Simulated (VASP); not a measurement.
Mo6C, 7 atoms in the cell. The cell holds a slab with vacuum, 7 atoms: a = 4.470 Å, b = 4.470 Å, c = 19.760 Å, α = 90.00°, β = 90.00°, γ = 120.00°. 

```yaml
Program: VASP 6.6.1
Task: single point
Functional: PBE
Potentials_or_basis: VASP PAW PBE potentials, release 64 (Mo_sv, C)
Cutoff: 520 eV
k_mesh: 6 × 6 × 1
Occupations: gaussian, width 0.1 eV
Spin: no spin polarisation
Dipole_correction: yes
Further_INCAR_settings: ALGO = Normal; EDIFF = 1e-07; NBANDS = 53
```

Potentials or basis: VASP PAW PBE potentials, release 64 (Mo_sv, C).

The run is started by

```console
$ cat potpaw_PBE.64/Mo_sv/POTCAR potpaw_PBE.64/C/POTCAR > POTCAR
$ mpirun -np 1 vasp_std > vasp.out
```

Hardware: 1 thread of Intel Xeon 8259CL, with other jobs on the host.

How long does it take, and how much memory?

Run time: 25 min on 1 thread of Intel Xeon 8259CL (shared host), peak memory 0.63 GiB. Counts: scf iterations 33, k points 20.
